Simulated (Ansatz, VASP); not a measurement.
SrCo3: VASP beside Ansatz

```
CELL_PARAMETERS angstrom
4.00683 0.00000 0.00000
0.00000 4.00683 0.00000
0.00000 0.00000 4.00683
ATOMIC_POSITIONS crystal
Sr 0.00000 0.00000 0.00000
Co 0.00000 0.50000 0.50000
Co 0.50000 0.50000 0.00000
Co 0.50000 0.00000 0.50000
```

Alike in both runs: task single point; functional PBE; k mesh 8 × 8 × 8; occupations gaussian, width 0.05 eV; collinear spin.

```csv
,VASP,Ansatz
version,VASP 6.6.1,Ansatz 0.2.0
potentials or method,"VASP PAW PBE potentials, release 64 (Sr_sv, Co), cutoff 520 eV","scalar-relativistic, plane waves, PAW"
valence electrons in the cell,37,61
```

```csv
,VASP,Ansatz,Ansatz less VASP
pressure (GPa),0.4,0.0,-0.45
net moment per atom (μB),1.04,1.04,+0.004
size of the moment on the site where the two differ most (μB),1.50,1.52,+0.022
```

Site moments also hang on the region over which each program counts them. VASP's potentials hold 37 valence electrons a cell and Ansatz's 61, so a difference there can come from the potentials and not from the codes.
